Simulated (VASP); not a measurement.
# As (Fm-3m) in VASP: a series of runs

The runs below take As through single point, relaxation of cell and atoms, with PBEsol.

Everything below comes from runs of VASP 6.6.1. Logs are shortened: lines on timing, memory, paths and dates and some standing lists are left out, and cuts for length are marked.

## 1. The cell of the first run

Symmetry: Fm-3m, No. 225, cubic system. The conventional cell has a = 4.194 Å, b = 4.194 Å, c = 4.194 Å, α = 90.00°, β = 90.00°, γ = 90.00°. Within 3.9 Å of As (site symmetry m-3m) lie 12 As at 2.97 Å.

This isn't the form of As at room conditions, which is rhombohedral.

## 2. Single point, PBEsol

Input file INCAR:

```
SYSTEM = As
PREC = Accurate
ENCUT = 500
EDIFF = 1E-6
ISMEAR = -1
SIGMA = 0.1
LREAL = .False.
LASPH = .True.
NELM = 120
ALGO = Normal
ISIF = 2
LWAVE = .False.
LCHARG = .True.
GGA = PS
LELF = .True.
LVHAR = .True.
NBANDS = 8
GGA_COMPAT = .False.
```

Input file KPOINTS:

```
regular mesh
0
Gamma
  9 9 9
  0 0 0
```

Input file POSCAR:

```
As
1.0
    0.0000000000      2.0972476572      2.0972476572
    2.0972476572      0.0000000000      2.0972476572
    2.0972476572      2.0972476572      0.0000000000
As
1
Direct
    0.0000000000      0.0000000000      0.0000000000
```

Potentials or basis: VASP PAW PBE potentials, release 64 (As).

Started as:

```console
cat potpaw_PBE.64/As/POTCAR > POTCAR
mpirun -np 1 vasp_std > vasp.out
```

OUTCAR:

```text
SYSTEM = As
   PREC = Accurate
   ENCUT = 500
   EDIFF = 1E-6
   ISMEAR = -1
   LREAL = .False.
   LASPH = .True.
   NELM = 120
   ISIF = 2
   GGA = PS

 ion  position               nearest neighbor table
   1  0.000  0.000  0.000-

  LATTYP: Found a face centered cubic cell.
 ALAT       =     4.1944953144

  Lattice vectors:

 A1 = (   0.0000000000,   2.0972476572,   2.0972476572)
 A2 = (   2.0972476572,   0.0000000000,   2.0972476572)
 A3 = (   2.0972476572,   2.0972476572,   0.0000000000)

Analysis of symmetry for initial positions (statically):
=====================================================================
 Subroutine PRICEL returns:
 Original cell was already a primitive cell.

 Routine SETGRP: Setting up the symmetry group for a
 face centered cubic supercell.

 Subroutine GETGRP returns: Found 48 space group operations
 (whereof 48 operations were pure point group operations)
 out of a pool of 48 trial point group operations.

The static configuration has the point symmetry O_h .

Analysis of symmetry for dynamics (positions and initial velocities):
=====================================================================
 Subroutine PRICEL returns:
 Original cell was already a primitive cell.

 Routine SETGRP: Setting up the symmetry group for a
 face centered cubic supercell.

 Subroutine GETGRP returns: Found 48 space group operations
 (whereof 48 operations were pure point group operations)
 out of a pool of 48 trial point group operations.

The dynamic configuration has the point symmetry O_h .

 Subroutine INISYM returns: Found 48 space group operations
 (whereof 48 operations are pure point group operations),
 and found     1 'primitive' translations

----------------------------------------------------------------------------------------

                                     Primitive cell

  volume of cell :      18.4493

  direct lattice vectors                    reciprocal lattice vectors
     0.000000000  2.097247657  2.097247657    -0.238407705  0.238407705  0.238407705
     2.097247657  0.000000000  2.097247657     0.238407705 -0.238407705  0.238407705
     2.097247657  2.097247657  0.000000000     0.238407705  0.238407705 -0.238407705

  length of vectors
     2.965956080  2.965956080  2.965956080     0.412934257  0.412934257  0.412934257

  position of ions in fractional coordinates (direct lattice)
     0.000000000  0.000000000  0.000000000

  ion indices of the primitive-cell ions
   primitive index   ion index
                 1           1

----------------------------------------------------------------------------------------

 KPOINTS: regular mesh

Automatic generation of k-mesh.
 Grid dimensions read from file:
 generate k-points for:    9    9    9

 Generating k-lattice:

  Cartesian coordinates                     Fractional coordinates (reciprocal lattice)
    -0.026489745  0.026489745  0.026489745     0.111111111  0.000000000  0.000000000
     0.026489745 -0.026489745  0.026489745     0.000000000  0.111111111  0.000000000
     0.026489745  0.026489745 -0.026489745     0.000000000  0.000000000  0.111111111

  Length of vectors
     0.045881584  0.045881584  0.045881584

  Shift w.r.t. Gamma in fractional coordinates (k-lattice)
     0.000000000  0.000000000  0.000000000

 Subroutine IBZKPT returns following result:
 ===========================================

 Found     35 irreducible k-points:

 Following reciprocal coordinates:
            Coordinates               Weight
  0.000000  0.000000  0.000000      1.000000
  0.111111  0.000000  0.000000      8.000000
  0.222222  0.000000  0.000000      8.000000
  0.333333  0.000000  0.000000      8.000000
  0.444444  0.000000  0.000000      8.000000
  0.111111  0.111111  0.000000      6.000000
[... 16 lines left out ...]
 -0.333333  0.333333  0.000000     12.000000
  0.444444  0.444444  0.000000      6.000000
 [... further k-points ...]
   k-points           NKPTS =     35   k-points in BZ     NKDIM =     35   number of bands    NBANDS=      8
   number of dos      NEDOS =    301   number of ions     NIONS =      1
   total plane-waves  NPLWV =  13824
   dimension x,y,z NGX =    24 NGY =   24 NGZ =   24
   dimension x,y,z NGXF=    48 NGYF=   48 NGZF=   48
   ions per type =               1
   NGX,Y,Z   is equivalent  to a cutoff of  13.45, 13.45, 13.45 a.u.
   NGXF,Y,Z  is equivalent  to a cutoff of  26.90, 26.90, 26.90 a.u.
 SYSTEM =  As
   PREC   = accura    normal or accurate (medium, high low for compatibility)
   ISTART =      0    job   : 0-new  1-cont  2-samecut
   ICHARG =      2    charge: 1-file 2-atom 10-const
   ISPIN  =      1    spin polarized calculation?
   LNONCOLLINEAR =      F non collinear calculations
   LSORBIT =      F    spin-orbit coupling
   LASPH  =      T    aspherical Exc in radial PAW
   ENCUT  =  500.0 eV  36.75 Ry    6.06 a.u.   5.41  5.41  5.41*2*pi/ulx,y,z
   NELM   =    120;   NELMIN=  2; NELMDL= -5     # of ELM steps
   EDIFF  = 0.1E-05   stopping-criterion for ELM
   LREAL  =      F    real-space projection
   EDIFFG = 0.1E-04   stopping-criterion for IOM
   NSW    =      0    number of steps for IOM
   IBRION =     -1    ionic relax: 0-MD 1-quasi-New 2-CG
   NFREE  =      0    steps in history (QN), initial steepest desc. (CG)
   ISIF   =      2    stress and relaxation
   ISYM   =      2    0-nonsym 1-usesym 2-fastsym
   POTIM  = 0.5000    time-step for ionic-motion
   TEBEG  =    0.0;   TEEND  =   0.0 temperature during run
   PSTRESS=    0.0 pullay stress
   NELECT =       5.0000    total number of electrons
   NUPDOWN=      -1.0000    fix difference up-down
   EMIN   =  10.00;   EMAX   =-10.00  energy-range for DOS
   EFERMI =   0.00;   METHOD = LEGACY
   ISMEAR =    -1;   SIGMA  =   0.10  broadening in eV -4-tet -1-fermi 0-gaus
   EFERMI_NEDOS =   21; number of points for ismear=-14 and -15
   IALGO  =     38    algorithm
   IMIX   =      4    mixing-type and parameters
     AMIX     =   0.40;   BMIX     =  1.00
     AMIX_MAG =   1.60;   BMIX_MAG =  1.00
  volume/ion in A,a.u.               =      18.45       124.50
  Fermi-wavevector in a.u.,A,eV,Ry     =   1.059429  2.002030 15.271035  1.122389
  Thomas-Fermi vector in A             =   2.194774
   LORBIT       =      0    0 simple, 1 ext, 2 COOP (PROOUT), +10 PAW based schemes
   GGA     = PS    functional components
   LHFCALC =     F    Hartree Fock is set to
   AEXX    =    0.0000 exact exchange contribution
   IVDW    =     0    specifies the selected vdW correction
   LEPSILON=     F    determine dielectric tensor
   LRPA    =     F    only Hartree local field effects (RPA)
 non-spin polarized calculation
  energy-cutoff  :      500.00
  volume of cell :       18.45
 maximum number of plane-waves:       489
 NGX is ok and might be reduce to    24
   NGX = 11   NGY = 11   NGZ = 11

 number of electron       4.9999999 magnetization

 Free energy of the ion-electron system (eV)
  ---------------------------------------------------
  ext. energy  EPLUGINS =         0.00000000
  ---------------------------------------------------
  free energy    TOTEN  =        -4.62392051 eV

  energy without entropy =       -4.60540895  energy(sigma->0) =       -4.61466473

 E-fermi :   6.8414     XC(G=0): -11.0090

 val. band max:        6.7616569682   @ k =   0.2222   0.0000   0.0000
 cond. band min:       7.0106522442   @ k =  -0.4444   0.2222   0.1111
 fundamental gap:      0.2489952761
 Fermi energy:         6.8413998075

 k-point     1 :       0.0000    0.0000    0.0000
  band No.  band energies     occupation
      1      -8.6632      2.00000
      2      12.8041      0.00000
      3      12.8041      0.00000
      4      12.8041      0.00000
      5      19.2668      0.00000
      6      19.2668      0.00000
      7      19.2668      0.00000
      8      21.3264      0.00000

 k-point     2 :       0.1111    0.0000    0.0000
  band No.  band energies     occupation
      1      -8.3647      2.00000
      2      10.6002      0.00000
      3      12.4764      0.00000
      4      12.4764      0.00000
      5      18.3223      0.00000
      6      19.8639      0.00000
      7      19.8639      0.00000
      8      22.4238      0.00000

 k-point     3 :       0.2222    0.0000    0.0000
  band No.  band energies     occupation
      1      -7.4789      2.00000
      2       6.7617      1.37885
      3      11.8427      0.00000
      4      11.8427      0.00000
      5      17.4120      0.00000
      6      20.1025      0.00000
      7      20.1025      0.00000
      8      23.0513      0.00000

 k-point     4 :       0.3333    0.0000    0.0000
  band No.  band energies     occupation
      1      -6.0595      2.00000
      2       3.1052      2.00000
      3      11.3151      0.00000
      4      11.3151      0.00000
      5      16.9248      0.00000
      6      18.9929      0.00000
      7      18.9929      0.00000
      8      21.5227      0.00000

 k-point     5 :       0.4444    0.0000    0.0000
  band No.  band energies     occupation
      1      -4.4190      2.00000
      2       0.3018      2.00000
      3      11.0387      0.00000
      4      11.0387      0.00000
      5      16.7611      0.00000
      6      18.2569      0.00000
      7      18.2569      0.00000
      8      20.5719      0.00000
[... 177 lines left out ...]
 k-point    22 :      -0.4444    0.3333    0.0000
  band No.  band energies     occupation
      1      -2.4449      2.00000
      2       1.9209      2.00000
      3       4.0682      2.00000
      4       8.1611      0.00000
      5      12.9483      0.00000
      6      18.0737      0.00000
      7      25.4807      0.00000
      8      26.4785      0.00000

 k-point    23 :      -0.3333    0.3333    0.0000
  band No.  band energies     occupation
      1      -2.6120      2.00000
      2       2.5713      2.00000
      3       2.7799      2.00000
      4       8.9461      0.00000
      5      13.7855      0.00000
      6      21.9487      0.00000
      7      24.0162      0.00000
      8      24.6754      0.00000

 k-point    24 :       0.4444    0.4444    0.0000
  band No.  band energies     occupation
      1      -2.7552      2.00000
      2       1.7339      2.00000
      3       7.4289      0.00560
      4       7.4289      0.00560
      5      11.9463      0.00000
      6      12.4735      0.00000
      7      30.8230      0.00000
      8      31.1925      0.00000

 [... further k-points ...]

------------------------ aborting loop because EDIFF is reached ----------------------------------------

  FORCE on cell =-STRESS in cart. coord.  units (eV):
  Direction    XX          YY          ZZ          XY          YZ          ZX
  --------------------------------------------------------------------------------------
  -------------------------------------------------------------------------------------
  Total        0.0225996      0.0225996      0.0225996     -0.0000000      0.0000000      0.0000000
  in kB        1.9626003      1.9626003      1.9626003     -0.0000000      0.0000000      0.0000000
  external PRESSURE =       1.9626003 kB  Pullay stress =       0.0000000 kB

 VOLUME and BASIS-vectors are now :
 -----------------------------------------------------------------------------
  energy-cutoff  :      500.00
  volume of cell :       18.45
      direct lattice vectors                 reciprocal lattice vectors
     0.000000000  2.097247657  2.097247657    -0.238407705  0.238407705  0.238407705
     2.097247657  0.000000000  2.097247657     0.238407705 -0.238407705  0.238407705
     2.097247657  2.097247657  0.000000000     0.238407705  0.238407705 -0.238407705

 POSITION                                       TOTAL-FORCE (eV/Angst)
 -----------------------------------------------------------------------------------
      0.00000      0.00000      0.00000         0.000000     -0.000000      0.000000
 -----------------------------------------------------------------------------------
    total drift:                                0.000000     -0.000000     -0.000000

  FREE ENERGIE OF THE ION-ELECTRON SYSTEM (eV)
  ---------------------------------------------------
  free  energy   TOTEN  =        -4.6239205098 eV

  energy  without entropy=       -4.6054089527  energy(sigma->0) =       -4.61466473
```

Run time: 11 s. Hardware: 1 thread of AMD EPYC 7R43 (Zen 3), shared host; peak memory 0.1 GiB.

Results:

```
Free energy            : -4.6239 eV
Pressure               : 0.2 GPa
Band gap on the k mesh : zero (an odd number of electrons rules out a gap without spin polarisation)
```

Levels at points of the mesh, in eV from the Fermi level:
| k point | band 1 | band 2 | band 3 | band 4 | band 5 |
| --- | --- | --- | --- | --- | --- |
| (0.00, 0.00, 0.00) | -15.50 | 5.96 | 5.96 | 5.96 | 12.43 |

Caveat: the PAW data sets were made with another functional, which shifts forces and pressure a little.

[end of part 1 of 2]
